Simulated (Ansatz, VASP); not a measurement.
## Two plane-wave programs on AgW

INCAR

```
PREC = Accurate
ENCUT = 600
EDIFF = 1E-7
ISMEAR = 0
SIGMA = 0.1
LREAL = F
LASPH = T
NELM = 60
ALGO = Fast
ISIF = 3
LWAVE = F
LCHARG = F
GGA = PE
IBRION = 2
NSW = 100
EDIFFG = -0.01
```

The input KPOINTS:

```
regular mesh
0
Gamma
  12 12 12
```

Contents of POSCAR:

```
AgW
1.0
    0.0000000000      3.2306340837      3.2306340837
    3.2306340837      0.0000000000      3.2306340837
    3.2306340837      3.2306340837      0.0000000000
Ag W
2 2
Direct
    0.5000000000      0.5000000000      0.5000000000
    0.7500000000      0.7500000000      0.7500000000
    0.0000000000      0.0000000000      0.0000000000
    0.2500000000      0.2500000000      0.2500000000
```

Input for Ansatz:

```yaml
crystal:
  lattice:
    - [0.0, 3.2306340837, 3.2306340837]
    - [3.2306340837, 0.0, 3.2306340837]
    - [3.2306340837, 3.2306340837, 0.0]
  atoms:
    - { symbol: Ag, position: [0.5, 0.5, 0.5] }
    - { symbol: Ag, position: [0.75, 0.75, 0.75] }
    - { symbol: W, position: [0.0, 0.0, 0.0] }
    - { symbol: W, position: [0.25, 0.25, 0.25] }
basis:
  ecutwfc: 420
kpoints:
  mp_grid: { grid: [12, 12, 12] }
hamiltonian:
  xc: pbe
scf:
  occupations: { method: gaussian, width: 0.1 }
output:
  forces: true
  stress: true
  eigenvalues: true
relax:
  adjacent_minimum: "off"
  f_tol: 0.01
  max_steps: 80
  cell: { stress_tol: 0.05 }
```

Alike in both runs: task relaxation of cell and atoms; functional PBE; k mesh 12 × 12 × 12; occupations gaussian, width 0.1 eV; no spin polarisation.

|  | VASP | Ansatz |
| --- | --- | --- |
| version | VASP 6.6.1 | Ansatz 0.2.0 |
| potentials or method | VASP PAW PBE potentials, release 64 (Ag, W_sv), cutoff 600 eV | scalar-relativistic, plane waves, PAW |
| valence electrons in the cell | 50 | 66 |

```csv
,VASP,Ansatz,Ansatz less VASP
"gap on the k mesh at the Fermi level, each at its own relaxed structure (eV)",none,none,-
relaxed volume (Å³/atom),16.87,16.87,-0.002
relaxed cell length with the largest relative difference (Å),4.570,4.570,-0.0002
```

A gap of «none» marks a metal or a gap that the smearing closes. VASP's potentials hold 50 valence electrons a cell and Ansatz's 66, so a difference there can come from the potentials and not from the codes.

Spin-orbit coupling is off throughout.
